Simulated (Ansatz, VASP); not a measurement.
**One calculation of Si7Ge, two programs**

```
CELL_PARAMETERS angstrom
0.00000 -5.46797 0.00000
0.00000 0.00000 -5.46797
10.93594 -1.82247 -1.82247
ATOMIC_POSITIONS crystal
Si 0.72653 0.72653 0.06312
Si 0.55988 0.55988 0.56312
Si 0.18773 0.18773 0.93690
Si 0.35438 0.35438 0.43690
Si 0.43771 0.93771 0.18690
Si 0.27106 0.77106 0.68690
Si 0.93771 0.43771 0.18690
Si 0.77106 0.27106 0.68690
Si 0.64402 0.14888 0.31068
Si 0.47737 0.98223 0.81068
Si 0.14888 0.64402 0.31068
Si 0.98223 0.47737 0.81068
Si 0.23139 0.23139 0.06312
Si 0.06474 0.06474 0.56312
Ge 0.68773 0.68773 0.93690
Ge 0.85438 0.85438 0.43690
```

Alike in both runs: task single point; functional r2SCAN; k mesh 6 × 6 × 3; occupations gaussian, width 0.05 eV; no spin polarisation.

```csv
,VASP,Ansatz
version,VASP 6.6.1,Ansatz 0.2.0
potentials or method,"VASP PAW PBE potentials, release 64 (Si, Ge_d), cutoff 520 eV","scalar-relativistic, plane waves, PAW"
valence electrons in the cell,84,84
```

Ansatz gave:

| Property | Result |
| --- | --- |
| gap on the k mesh at the Fermi level (eV) | 0.51 |
| least direct gap on the mesh (eV) | 0.64 |
| pressure (GPa) | 21.1 |
| traceless stress, the component that is largest in VASP (GPa) | 31.20 |
| rms of the force components (eV/Å) | 12.007 |

Q: What did VASP give for the same quantities?

A: gap on the k mesh at the Fermi level (eV): 0.52; least direct gap on the mesh (eV): 0.65; pressure (GPa): 21.6; traceless stress, the component that is largest in VASP (GPa): 32.27; rms of the force components (eV/Å): 12.456.

VASP's potentials were made for PBE, not for r2SCAN. Atom by atom the forces differ by 0.640 eV/Å (rms over components).
